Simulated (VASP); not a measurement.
# TeW (F-43m) in VASP: a series of runs

TeW is run at these levels: PBE; tasks: single point.

Program: VASP 6.6.1. These are calculated values, not measurements. Logs are shortened: lines on timing, memory, paths and dates and some standing lists are left out, and cuts for length are marked.

## 1. The cell of the first run

The structure is cubic, space group F-43m (No. 216). Conventional cell: a = 6.023 Å, b = 6.023 Å, c = 6.023 Å, α = 90.00°, β = 90.00°, γ = 90.00°. Te (site symmetry -43m) has 4 W at 2.61 Å within 3.4 Å. Within 3.4 Å of W (site symmetry -43m) lie 4 Te at 2.61 Å.

## 2. Single point, PBE

The input, INCAR:

```
  ALGO = Normal
  EDIFF = 1E-6
  ENCUT = 500
  GGA = PE
  GGA_COMPAT = False
  ISIF = 2
  ISMEAR = 0
  LASPH = True
  LCHARG = False
  LREAL = False
  LWAVE = False
  NBANDS = 17
  NELM = 120
  PREC = Accurate
  SIGMA = 0.1
```

The input, KPOINTS:

```
k-points
0
Gamma
  6 6 6
```

The input, POSCAR:

```
TeW
1.0
    0.0000000000      3.0116482031      3.0116482031
    3.0116482031      0.0000000000      3.0116482031
    3.0116482031      3.0116482031      0.0000000000
Te W
1 1
Direct
    0.0000000000      0.0000000000      0.0000000000
    0.7500000000      0.7500000000      0.7500000000
```

Potentials or basis: VASP PAW PBE potentials, release 64 (Te, W_sv).

Run with:

```sh
$ cat potpaw_PBE.64/Te/POTCAR potpaw_PBE.64/W_sv/POTCAR > POTCAR
$ mpirun -np 1 vasp_std > vasp.out
```

OUTCAR:

```text
EDIFF = 1E-6
   ENCUT = 500
   GGA = PE
   ISIF = 2
   ISMEAR = 0
   LASPH = True
   LREAL = False
   NELM = 120
   PREC = Accurate

 ion  position               nearest neighbor table
   1  0.000  0.000  0.000-   2 2.61   2 2.61   2 2.61   2 2.61
   2  0.750  0.750  0.750-   1 2.61   1 2.61   1 2.61   1 2.61

  LATTYP: Found a face centered cubic cell.
 ALAT       =     6.0232964062

  Lattice vectors:

 A1 = (   0.0000000000,   3.0116482031,   3.0116482031)
 A2 = (   3.0116482031,   0.0000000000,   3.0116482031)
 A3 = (   3.0116482031,   3.0116482031,   0.0000000000)

Analysis of symmetry for initial positions (statically):
=====================================================================
 Subroutine PRICEL returns:
 Original cell was already a primitive cell.

 Routine SETGRP: Setting up the symmetry group for a
 face centered cubic supercell.

 Subroutine GETGRP returns: Found 24 space group operations
 (whereof 24 operations were pure point group operations)
 out of a pool of 48 trial point group operations.

The static configuration has the point symmetry T_d .

Analysis of symmetry for dynamics (positions and initial velocities):
=====================================================================
 Subroutine PRICEL returns:
 Original cell was already a primitive cell.

 Routine SETGRP: Setting up the symmetry group for a
 face centered cubic supercell.

 Subroutine GETGRP returns: Found 24 space group operations
 (whereof 24 operations were pure point group operations)
 out of a pool of 48 trial point group operations.

The dynamic configuration has the point symmetry T_d .

 Subroutine INISYM returns: Found 24 space group operations
 (whereof 24 operations are pure point group operations),
 and found     1 'primitive' translations

----------------------------------------------------------------------------------------

                                     Primitive cell

  volume of cell :      54.6314

  direct lattice vectors                    reciprocal lattice vectors
     0.000000000  3.011648203  3.011648203    -0.166022047  0.166022047  0.166022047
     3.011648203  0.000000000  3.011648203     0.166022047 -0.166022047  0.166022047
     3.011648203  3.011648203  0.000000000     0.166022047  0.166022047 -0.166022047

  length of vectors
     4.259113734  4.259113734  4.259113734     0.287558621  0.287558621  0.287558621

  position of ions in fractional coordinates (direct lattice)
     0.000000000  0.000000000  0.000000000
     0.750000000  0.750000000  0.750000000

  ion indices of the primitive-cell ions
   primitive index   ion index
                 1           1
                 2           2

----------------------------------------------------------------------------------------

 KPOINTS: k-points

Automatic generation of k-mesh.
 Grid dimensions read from file:
 generate k-points for:    6    6    6

 Generating k-lattice:

  Cartesian coordinates                     Fractional coordinates (reciprocal lattice)
    -0.027670341  0.027670341  0.027670341     0.166666667  0.000000000  0.000000000
     0.027670341 -0.027670341  0.027670341     0.000000000  0.166666667  0.000000000
     0.027670341  0.027670341 -0.027670341     0.000000000  0.000000000  0.166666667

  Length of vectors
     0.047926437  0.047926437  0.047926437

  Shift w.r.t. Gamma in fractional coordinates (k-lattice)
     0.000000000  0.000000000  0.000000000

 Subroutine IBZKPT returns following result:
 ===========================================

 Found     16 irreducible k-points:

 Following reciprocal coordinates:
            Coordinates               Weight
  0.000000  0.000000  0.000000      1.000000
  0.166667  0.000000  0.000000      8.000000
  0.333333  0.000000  0.000000      8.000000
  0.500000  0.000000  0.000000      4.000000
  0.166667  0.166667  0.000000      6.000000
  0.333333  0.166667  0.000000     24.000000
[... 8 lines left out ...]
 -0.333333  0.333333  0.166667     24.000000
 -0.333333  0.500000  0.166667     12.000000
   k-points           NKPTS =     16   k-points in BZ     NKDIM =     16   number of bands    NBANDS=     17
   number of dos      NEDOS =    301   number of ions     NIONS =      2
   total plane-waves  NPLWV =  32768
   dimension x,y,z NGX =    32 NGY =   32 NGZ =   32
   dimension x,y,z NGXF=    64 NGYF=   64 NGZF=   64
   ions per type =               1   1
   NGX,Y,Z   is equivalent  to a cutoff of  12.49, 12.49, 12.49 a.u.
   NGXF,Y,Z  is equivalent  to a cutoff of  24.98, 24.98, 24.98 a.u.
 SYSTEM =  unknown system
   PREC   = accura    normal or accurate (medium, high low for compatibility)
   ISTART =      0    job   : 0-new  1-cont  2-samecut
   ICHARG =      2    charge: 1-file 2-atom 10-const
   ISPIN  =      1    spin polarized calculation?
   LNONCOLLINEAR =      F non collinear calculations
   LSORBIT =      F    spin-orbit coupling
   LASPH  =      T    aspherical Exc in radial PAW
   ENCUT  =  500.0 eV  36.75 Ry    6.06 a.u.   7.77  7.77  7.77*2*pi/ulx,y,z
   NELM   =    120;   NELMIN=  2; NELMDL= -5     # of ELM steps
   EDIFF  = 0.1E-05   stopping-criterion for ELM
   LREAL  =      F    real-space projection
   EDIFFG = 0.1E-04   stopping-criterion for IOM
   NSW    =      0    number of steps for IOM
   IBRION =     -1    ionic relax: 0-MD 1-quasi-New 2-CG
   NFREE  =      0    steps in history (QN), initial steepest desc. (CG)
   ISIF   =      2    stress and relaxation
   ISYM   =      2    0-nonsym 1-usesym 2-fastsym
   POTIM  = 0.5000    time-step for ionic-motion
   TEBEG  =    0.0;   TEEND  =   0.0 temperature during run
   PSTRESS=    0.0 pullay stress
   NELECT =      20.0000    total number of electrons
   NUPDOWN=      -1.0000    fix difference up-down
   EMIN   =  10.00;   EMAX   =-10.00  energy-range for DOS
   EFERMI =   0.00;   METHOD = LEGACY
   ISMEAR =     0;   SIGMA  =   0.10  broadening in eV -4-tet -1-fermi 0-gaus
   EFERMI_NEDOS =   21; number of points for ismear=-14 and -15
   IALGO  =     38    algorithm
   IMIX   =      4    mixing-type and parameters
     AMIX     =   0.40;   BMIX     =  1.00
     AMIX_MAG =   1.60;   BMIX_MAG =  1.00
  volume/ion in A,a.u.               =      27.32       184.34
  Fermi-wavevector in a.u.,A,eV,Ry     =   1.171127  2.213109 18.660908  1.371538
  Thomas-Fermi vector in A             =   2.307575
   LORBIT       =      0    0 simple, 1 ext, 2 COOP (PROOUT), +10 PAW based schemes
   GGA     = PE    functional components
   LHFCALC =     F    Hartree Fock is set to
   AEXX    =    0.0000 exact exchange contribution
   IVDW    =     0    specifies the selected vdW correction
   LEPSILON=     F    determine dielectric tensor
   LRPA    =     F    only Hartree local field effects (RPA)
 non-spin polarized calculation
 Gauss-broadening in eV      SIGMA  =   0.10
  energy-cutoff  :      500.00
  volume of cell :       54.63
 maximum number of plane-waves:      1411
   NGX = 15   NGY = 15   NGZ = 15

 number of electron      19.9999998 magnetization

 Free energy of the ion-electron system (eV)
  ---------------------------------------------------
  ext. energy  EPLUGINS =         0.00000000
  ---------------------------------------------------
  free energy    TOTEN  =       -13.09107502 eV

  energy without entropy =      -13.06872463  energy(sigma->0) =      -13.07989983

 E-fermi :   6.6514     XC(G=0): -10.0761

 val. band max:        6.6440597955   @ k =   0.5000   0.1667   0.0000
 cond. band min:       6.7617195567   @ k =   0.5000   0.3333   0.0000
 fundamental gap:      0.1176597612
 Fermi energy:         6.6513901833

 k-point     1 :       0.0000    0.0000    0.0000
  band No.  band energies     occupation
      1     -67.0145      2.00000
      2     -31.2982      2.00000
      3     -31.2982      2.00000
      4     -31.2982      2.00000
      5      -6.3196      2.00000
      6       2.5821      2.00000
[... 9 lines left out ...]
     16      12.8714      0.00000
     17      12.8714      0.00000

 k-point     2 :       0.1667    0.0000    0.0000
  band No.  band energies     occupation
      1     -67.0143      2.00000
      2     -31.3044      2.00000
      3     -31.2992      2.00000
      4     -31.2992      2.00000
      5      -6.1130      2.00000
      6       2.1358      2.00000
[... 9 lines left out ...]
     16      13.2949      0.00000
     17      13.2949      0.00000

 k-point     3 :       0.3333    0.0000    0.0000
  band No.  band energies     occupation
      1     -67.0141      2.00000
      2     -31.3168      2.00000
      3     -31.3011      2.00000
      4     -31.3011      2.00000
      5      -5.6560      2.00000
      6       1.4522      2.00000
[... 9 lines left out ...]
     16      14.2893      0.00000
     17      14.2893      0.00000

 k-point     4 :       0.5000    0.0000    0.0000
  band No.  band energies     occupation
      1     -67.0139      2.00000
      2     -31.3230      2.00000
      3     -31.3021      2.00000
      4     -31.3021      2.00000
      5      -5.3996      2.00000
      6       1.1698      2.00000
[... 9 lines left out ...]
     16      14.7549      0.00000
     17      15.0697      0.00000
[... 183 lines left out ...]
      1     -67.0139      2.00000
      2     -31.3186      2.00000
      3     -31.3073      2.00000
      4     -31.3039      2.00000
      5      -5.3316      2.00000
      6       1.3701      2.00000
[... 9 lines left out ...]
     16      13.7285      0.00000
     17      16.4094      0.00000

 k-point    15 :      -0.3333    0.3333    0.1667
  band No.  band energies     occupation
      1     -67.0138      2.00000
      2     -31.3206      2.00000
      3     -31.3093      2.00000
      4     -31.3052      2.00000
      5      -5.1540      2.00000
      6       1.5485      2.00000
[... 9 lines left out ...]
     16      14.1095      0.00000
     17      15.8607      0.00000

 k-point    16 :      -0.3333    0.5000    0.1667
  band No.  band energies     occupation
      1     -67.0138      2.00000
      2     -31.3215      2.00000
      3     -31.3092      2.00000
      4     -31.3072      2.00000
      5      -5.0660      2.00000
      6       1.2390      2.00000
[... 9 lines left out ...]
     16      15.0068      0.00000
     17      15.2752      0.00000

------------------------ aborting loop because EDIFF is reached ----------------------------------------

  FORCE on cell =-STRESS in cart. coord.  units (eV):
  Direction    XX          YY          ZZ          XY          YZ          ZX
  --------------------------------------------------------------------------------------
  -------------------------------------------------------------------------------------
  Total        1.3499273      1.3499273      1.3499273      0.0000000      0.0000000     -0.0000000
  in kB       39.5893386     39.5893386     39.5893386      0.0000000      0.0000000     -0.0000000
  external PRESSURE =      39.5893386 kB  Pullay stress =       0.0000000 kB

 VOLUME and BASIS-vectors are now :
 -----------------------------------------------------------------------------
  energy-cutoff  :      500.00
  volume of cell :       54.63
      direct lattice vectors                 reciprocal lattice vectors
     0.000000000  3.011648203  3.011648203    -0.166022047  0.166022047  0.166022047
     3.011648203  0.000000000  3.011648203     0.166022047 -0.166022047  0.166022047
     3.011648203  3.011648203  0.000000000     0.166022047  0.166022047 -0.166022047

 POSITION                                       TOTAL-FORCE (eV/Angst)
 -----------------------------------------------------------------------------------
      0.00000      0.00000      0.00000         0.000000      0.000000     -0.000000
      4.51747      4.51747      4.51747        -0.000000     -0.000000      0.000000
 -----------------------------------------------------------------------------------
    total drift:                               -0.000000     -0.000000     -0.000000

  FREE ENERGIE OF THE ION-ELECTRON SYSTEM (eV)
  ---------------------------------------------------
  free  energy   TOTEN  =       -13.0910750165 eV

  energy  without entropy=      -13.0687246337  energy(sigma->0) =      -13.07989983
```

Run time: 9.7 s. Hardware: 1 thread of Intel Xeon Platinum 8259CL at 2.50GHz (Skylake/Cascade Lake), shared host; peak memory 0.17 GiB.

What came out:

```yaml
Free_energy: -13.0911 eV
Pressure: 4.0 GPa
Band_gap_on_the_k_mesh: zero (band 10 reaches 6.79 eV, above the bottom of band 11 at 6.62 eV)
```

Levels at points of the mesh, in eV from the Fermi level:
```csv
k point,band 8,band 9,band 10,band 11,band 12,band 13
"(0.00, 0.00, 0.00)",-4.07,-0.29,-0.29,1.76,4.85,4.85
"(0.50, 0.00, 0.00)",-3.75,-0.15,-0.03,-0.03,2.41,2.41
"(0.50, 0.50, 0.00)",-3.20,-1.26,-0.47,0.30,0.80,0.80
```

Caveat: spin-orbit coupling is left out, which moves the levels of the heavy elements.

(Part 1 of 2 ends here.)
